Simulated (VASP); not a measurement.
A run of VASP 6.6.1 is set up as follows.

Contents of INCAR:

```
PREC     = Accurate       # precision mode
ENCUT    = 600            # plane-wave cutoff, eV
EDIFF    = 1E-7           # SCF threshold, eV
ISMEAR   = 0              # smearing method
SIGMA    = 0.1            # smearing width, eV
LREAL    = F              # projectors in reciprocal space
LASPH    = T              # aspherical terms in the spheres
NELM     = 60             # most SCF steps
ALGO     = Normal         # electronic algorithm
ISIF     = 3              # what is computed and relaxed
LWAVE    = F              # write WAVECAR
LCHARG   = F              # write CHGCAR
GGA      = PE             # functional
IBRION   = 2              # ionic algorithm
NSW      = 90             # ionic steps
EDIFFG   = -0.04          # ionic threshold
```

Contents of KPOINTS:

```
regular mesh
0
Gamma
  4 4 4
```

POSCAR

```
AlB2Sb3
1.0
    4.2967318900      0.0000000000      0.0000000000
    0.0000000000      4.2967318900      0.0000000000
    0.0000000000      0.0000000000      7.3484389300
Al B Sb
1 2 3
Direct
    0.5000000000      0.5000000000      0.0000000000
    0.5000000000      0.5000000000      0.8040709900
    0.5000000000      0.5000000000      0.1959290100
    0.5000000000      0.5000000000      0.5000000000
    0.5000000000      0.0000000000      0.5000000000
    0.0000000000      0.5000000000      0.5000000000
```

Potentials or basis: VASP PAW PBE potentials, release 64 (Al, B, Sb).

Command:

```console
$ cat potpaw_PBE.64/Al/POTCAR potpaw_PBE.64/B/POTCAR potpaw_PBE.64/Sb/POTCAR > POTCAR
$ mpirun -np 1 vasp_std > vasp.out
```

(1) What does it give for the space group after relaxing (to 0.1 Å)?

(2) What does it give for the relaxed volume?

(3) Estimate the relaxed cell.

(4) What does it give for the band gap on the k mesh?

## Answers

(1) P4/mmm (No. 123).

(2) 47.67 Å³/atom.

(3) a = 5.944 Å, b = 5.944 Å, c = 8.097 Å, α = 90.00°, β = 90.00°, γ = 90.00°.

(4) zero (bands 12 and 13 overlap by 0.60 eV).

Caveat: the k points lie up to 0.26 Å⁻¹ apart in the final cell, too coarse for converged energies and pressures of a metal; the volume moved by over 15 % at a fixed basis, so the end points are rough; semilocal functionals underestimate gaps, and a narrow one can read as zero; spin-orbit coupling is left out, which moves the levels of the heavy elements.
